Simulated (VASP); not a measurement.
# CdS (F-43m) in VASP: notebook, part 2 of 2

VASP 6.6.1.

## Step 3: Relaxation of cell and atoms, PBEsol, target pressure 15 GPa, at which the enthalpy is minimised

INCAR

```
ALGO = Normal ; EDIFF = 1E-7
EDIFFG = -0.002 ; ENCUT = 600
GGA = PS ; IBRION = 2
ISIF = 3 ; ISMEAR = 0
LASPH = True ; LCHARG = False
LREAL = False ; LWAVE = False
NELM = 100 ; NSW = 100
PREC = Accurate ; PSTRESS = 150.0
SIGMA = 0.01
```

KPOINTS

```
k-points
0
Gamma
  6 6 6
```

POSCAR

```
CdS
1.0
    0.0000000000      2.9122848905      2.9122848905
    2.9122848905      0.0000000000      2.9122848905
    2.9122848905      2.9122848905      0.0000000000
Cd S
1 1
Direct
    0.0000000000      0.0000000000      0.0000000000
    0.7500000000      0.7500000000      0.7500000000
```

Potentials or basis: VASP PAW PBE potentials, release 64 (Cd, S).

The run is started by

```bash
> cat potpaw_PBE.64/Cd/POTCAR potpaw_PBE.64/S/POTCAR > POTCAR
> mpirun -np 1 vasp_std > vasp.out
```

OUTCAR:

```text
EDIFF = 1E-7
   EDIFFG = -0.002
   ENCUT = 600
   GGA = PS
   IBRION = 2
   ISIF = 3
   ISMEAR = 0
   LASPH = True
   LREAL = False
   NELM = 100
   NSW = 100
   PREC = Accurate
   PSTRESS = 150.0

 ion  position               nearest neighbor table
   1  0.000  0.000  0.000-   2 2.52   2 2.52   2 2.52   2 2.52
   2  0.750  0.750  0.750-   1 2.52   1 2.52   1 2.52   1 2.52

  LATTYP: Found a face centered cubic cell.
 ALAT       =     5.8245697810

  Lattice vectors:

 A1 = (   0.0000000000,   2.9122848905,   2.9122848905)
 A2 = (   2.9122848905,   0.0000000000,   2.9122848905)
 A3 = (   2.9122848905,   2.9122848905,   0.0000000000)

Analysis of symmetry for initial positions (statically):
[... 154 lines left out ...]
   NGX = 17   NGY = 17   NGZ = 17

--------------------------------------- Ionic step        1  -------------------------------------------

 number of electron      18.0000000 magnetization

 Free energy of the ion-electron system (eV)
  ---------------------------------------------------
  ext. energy  EPLUGINS =         0.00000000
  ---------------------------------------------------
  free energy    TOTEN  =        -6.81071651 eV

  energy without entropy =       -6.81071651  energy(sigma->0) =       -6.81071651

 E-fermi :   1.3470     XC(G=0):  -9.3976

 val. band max:        1.2515736366   @ k =   0.0000   0.0000   0.0000
 cond. band min:       2.2677036213   @ k =   0.0000   0.0000   0.0000
 fundamental gap:      1.0161299847
 Fermi energy:         1.3469955059
[... 744 lines left out ...]
--------------------------------------- Ionic step        7  -------------------------------------------

 number of electron      18.0000002 magnetization

 Free energy of the ion-electron system (eV)
  ---------------------------------------------------
  ext. energy  EPLUGINS =         0.00000000
  ---------------------------------------------------
  free energy    TOTEN  =        -6.50650708 eV

  energy without entropy =       -6.50650708  energy(sigma->0) =       -6.50650708

 E-fermi :   2.8853     XC(G=0): -10.1724

 val. band max:        2.8063987845   @ k =   0.0000   0.0000   0.0000
 cond. band min:       4.1334836391   @ k =   0.0000   0.0000   0.0000
 fundamental gap:      1.3270848546
 Fermi energy:         2.8852930940
[... 287 lines left out ...]
  energy  without entropy=       -6.5065070782  energy(sigma->0) =       -6.50650708

  enthalpy is  TOTEN    =        -2.5660333916 eV   P V=        3.9404736866

 reached required accuracy - stopping structural energy minimisation
```

OSZICAR:

```text
N       E                     dE             d eps       ncg     rms          rms(c)
DAV:   1     0.117900945195E+03    0.11790E+03   -0.99253E+03   416   0.142E+03
DAV:   2    -0.189860187978E+01   -0.11980E+03   -0.11508E+03   481   0.308E+02
DAV:   3    -0.727092183921E+01   -0.53723E+01   -0.53572E+01   481   0.674E+01
[... 70 lines left out ...]
DAV:   3    -0.650651284102E+01    0.89349E-04   -0.24574E-04   451   0.206E-01    0.780E-02
DAV:   4    -0.650650668952E+01    0.61515E-05   -0.20193E-05   426   0.556E-02    0.142E-02
DAV:   5    -0.650650679423E+01   -0.10471E-06   -0.38549E-06   506   0.377E-02    0.637E-03
DAV:   6    -0.650650706825E+01   -0.27402E-06   -0.61032E-07   431   0.106E-02    0.282E-03
DAV:   7    -0.650650707815E+01   -0.99019E-08   -0.23033E-08   208   0.135E-03
   7 F= -.25660334E+01 E0= -.25660334E+01  d E =-.653504E-04
```

It took 32 s on 1 thread of Intel Xeon 6975P-C (Granite Rapids), shared host; peak memory 0.21 GiB.

What came out:

```yaml
Free_energy: -6.5065 eV
Relaxed_volume: 21.04 Å³/atom
Relaxed_cell: a = 3.904 Å, b = 3.904 Å, c = 3.904 Å, α = 60.00°, β = 60.00°, γ = 60.00°
Space_group_after_relaxing_to_0.1_Å: F-43m (No. 216)
Energy_change_on_relaxing_the_run_minimises_the_enthalpy: +152.1 meV/atom
Ionic_steps: 7
Pressure_after_relaxing: 15.0 GPa
Band_gap_on_the_k_mesh: 1.33 eV
```

Step by step:
```
step  energy change (eV)  largest force (eV/Å)  pressure (GPa)  volume (Å³)
   1              0.0000                0.0000            0.37        49.40
   2              1.6114                0.0000           48.65        34.96
   3              0.2789                0.0000           14.19        42.37
   4              0.2992                0.0000           14.86        42.14
   5              0.3121                0.0000           15.26        42.00
   6              0.2947                0.0000           14.68        42.19
   7              0.3042                0.0000           15.01        42.09
```

Final structure:
```
Cd S
1.0
     0.00000    2.76087    2.76087
     2.76087    0.00000    2.76087
     2.76087    2.76087    0.00000
Cd S
1 1
Direct
  0.00000 0.00000 0.00000
  0.75000 0.75000 0.75000
```

Levels at points of the mesh, in eV from the valence-band top:
| k point | band 6 | band 7 | band 8 | band 9 | band 10 | band 11 | band 12 | band 13 |
| --- | --- | --- | --- | --- | --- | --- | --- | --- |
| (0.00, 0.00, 0.00) | -7.79 | 0.00 | 0.00 | 0.00 | 1.33 | 6.32 | 6.32 | 6.32 |
| (0.50, 0.00, 0.00) | -7.24 | -5.62 | -1.04 | -1.04 | 3.06 | 6.84 | 6.84 | 7.74 |
| (0.50, 0.50, 0.00) | -7.17 | -4.81 | -2.57 | -2.57 | 3.05 | 4.31 | 9.86 | 11.65 |

Caveat: the cell is relaxed towards a set pressure, so the run minimises the enthalpy, not the energy; the PAW data sets were made with another functional, which shifts forces and pressure a little.

## Step 4: Relaxation of cell and atoms, PBEsol

This run uses another cell than the first one, of 24.81 Å³/atom.

INCAR

```
SYSTEM = CdS
ALGO     = Normal         ! electronic algorithm
EDIFF    = 1E-6           ! SCF threshold, eV
EDIFFG   = -0.002         ! ionic threshold
ENCUT    = 600            ! plane-wave cutoff, eV
GGA      = PS             ! functional
IBRION   = 2              ! ionic algorithm
ISIF     = 3              ! what is computed and relaxed
ISMEAR   = -1             ! smearing method
LASPH    = .True.         ! aspherical terms in the spheres
LCHARG   = .False.        ! write CHGCAR
LREAL    = .False.        ! projectors in reciprocal space
LWAVE    = .False.        ! write WAVECAR
NELM     = 100            ! most SCF steps
NSW      = 100            ! ionic steps
PREC     = Accurate       ! precision mode
SIGMA    = 0.1            ! smearing width, eV
```

KPOINTS

```
k-points
0
Gamma
  14 14 14
  0 0 0
```

POSCAR

```
CdS
1.0
    0.0000000000      2.9165000000      2.9165000000
    2.9165000000      0.0000000000      2.9165000000
    2.9165000000      2.9165000000      0.0000000000
Cd S
1 1
Direct
    0.0000000000      0.0000000000      0.0000000000
    0.7500000000      0.7500000000      0.7500000000
```

The run is started by

```bash
> cat potpaw_PBE.64/Cd/POTCAR potpaw_PBE.64/S/POTCAR > POTCAR
> mpirun -np 1 vasp_std > vasp.out
```

Run time: 84 s. Hardware: 1 thread of Intel Xeon Platinum 8488C (Sapphire Rapids), shared host; peak memory 0.27 GiB.

The run converged. Its results:

- Free energy: -6.8141 eV
- Relaxed volume: 24.84 Å³/atom
- Relaxed cell: a = 4.126 Å, b = 4.126 Å, c = 4.126 Å, α = 60.00°, β = 60.00°, γ = 60.00°
- Space group after relaxing (to 0.1 Å): F-43m (No. 216)
- Energy gained by relaxing: 0.0 meV/atom
- Ionic steps: 4
- Pressure after relaxing: 0.0 GPa
- Band gap on the k mesh: 1.01 eV

Final structure:
```yaml
crystal:
  lattice:
    - [0.00000, 2.91766, 2.91766]
    - [2.91766, 0.00000, 2.91766]
    - [2.91766, 2.91766, 0.00000]
  atoms:
    - { symbol: Cd, position: [0.00000, 0.00000, 0.00000] }
    - { symbol: S, position: [0.75000, 0.75000, 0.75000] }
```

Levels at points of the mesh, in eV from the valence-band top:
```
           k point  band 6  band 7  band 8  band 9  band 10  band 11  band 12  band 13
(0.00, 0.00, 0.00)   -7.24    0.00    0.00    0.00     1.01     6.45     6.45     6.45
(0.50, 0.00, 0.00)   -6.86   -4.47   -0.76   -0.76     2.89     6.91     6.91     7.33
(0.50, 0.50, 0.00)   -6.79   -4.01   -1.91   -1.91     3.39     4.25     9.07    10.66
```

Caveat: the PAW data sets were made with another functional, which shifts forces and pressure a little. A k mesh can miss the band edges.

## Step 5: The runs side by side

```csv
cell,k mesh,smearing,gap on the mesh (eV),pressure (GPa)
"relaxed to 10 GPa from a = 4.119 Å, angles 60.0°, 2 atoms",6 × 6 × 6,gaussian 0.01 eV,1.25,10.0
"relaxed to 15 GPa from a = 4.119 Å, angles 60.0°, 2 atoms",6 × 6 × 6,gaussian 0.01 eV,1.33,15.0
"relaxed from a = 4.125 Å, angles 60.0°, 2 atoms",14 × 14 × 14,fermi-dirac 0.1 eV,1.01,0.0
```

Alike in all rows: task relaxation of cell and atoms; level PBEsol; potentials or basis VASP PAW PBE potentials, release 64 (Cd, S); no spin polarisation; cutoff (eV) 600.

Caveats: the PAW data sets were made with another functional, which shifts forces and pressure a little; the cell is relaxed towards a set pressure, so the run minimises the enthalpy, not the energy (at least some runs).

Absolute energies hang on the potentials; compare differences alone.
